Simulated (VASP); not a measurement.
Set up this calculation in VASP 6.6.1, as the native input.

```yaml
Task: single point
Functional: PBE
Potentials_or_basis: VASP PAW PBE potentials, release 64 (In_d, Sb)
Cutoff: 520 eV
k_mesh: 4 × 4 × 4
Occupations: gaussian, width 0.097 eV
Spin: no spin polarisation
Dipole_correction: no
Further_INCAR_settings: ALGO = Normal; EDIFF = 1e-06; NBANDS = 16
```

The structure of InSb lies in POSCAR:

```
InSb
1.0
    0.0000000000      3.3166107078      3.3166107078
    3.3166107078      0.0000000000      3.3166107078
    3.3166107078      3.3166107078      0.0000000000
In Sb
1 1
Direct
    0.0000000000      0.0000000000      0.0000000000
    0.2500000000      0.2500000000      0.2500000000
```

One way to write it, as run:

INCAR

```
SYSTEM = InSb
  PREC = Accurate
  ENCUT = 520
  EDIFF = 1E-6
  ISMEAR = 0
  SIGMA = 0.097
  LREAL = .False.
  LASPH = .True.
  NELM = 100
  ALGO = Normal
  ISIF = 2
  LWAVE = .False.
  LCHARG = .False.
  GGA = PE
  NBANDS = 16
```

KPOINTS

```
regular mesh
0
Gamma
  4 4 4
  0 0 0
```

Potentials or basis: VASP PAW PBE potentials, release 64 (In_d, Sb).

Launch:

```bash
$ cat potpaw_PBE.64/In_d/POTCAR potpaw_PBE.64/Sb/POTCAR > POTCAR
$ mpirun -np 1 vasp_std > vasp.out
```

It gave:

* Pressure: 0.4 GPa
* Band gap on the k mesh: zero (filled and empty bands touch)

Caveat: the k points lie up to 0.41 Å⁻¹ apart; spin-orbit coupling is left out, which moves the levels of the heavy elements.

Wall time 12 s on 1 thread of Intel Xeon 6975P-C, with other jobs on the host, peak memory 0.2 GiB.
